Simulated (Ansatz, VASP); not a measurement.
**Two plane-wave programs on AlP**

```xyz
2
Lattice="0.0000 2.7365 2.7365 2.7365 0.0000 2.7365 2.7365 2.7365 0.0000" Properties=species:S:1:pos:R:3 pbc="T T T"
Al    0.0000    0.0000    0.0000
P     1.3682    1.3682    1.3682
```

Alike in both runs: task relaxation of cell and atoms; functional PBE; dispersion D3(BJ); k mesh 8 × 8 × 8; occupations gaussian, width 0.02 eV; no spin polarisation.

```csv
,VASP,Ansatz
version,VASP 6.6.1,Ansatz 0.2.0
potentials or method,"VASP PAW PBE potentials, release 64 (Al, P), cutoff 500 eV","scalar-relativistic, plane waves, PAW"
valence electrons in the cell,8,8
```

Ansatz gave:

| Property | Result |
| --- | --- |
| gap on the k mesh at the Fermi level, each at its own relaxed structure (eV) | 1.57 |
| relaxed volume (Å³/atom) | 20.26 |
| relaxed cell length with the largest relative difference (Å) | 3.855 |

**Question.** Which values does VASP return?

**Answer.** gap on the k mesh at the Fermi level, each at its own relaxed structure (eV): 1.57; relaxed volume (Å³/atom): 20.24; relaxed cell length with the largest relative difference (Å): 3.854.
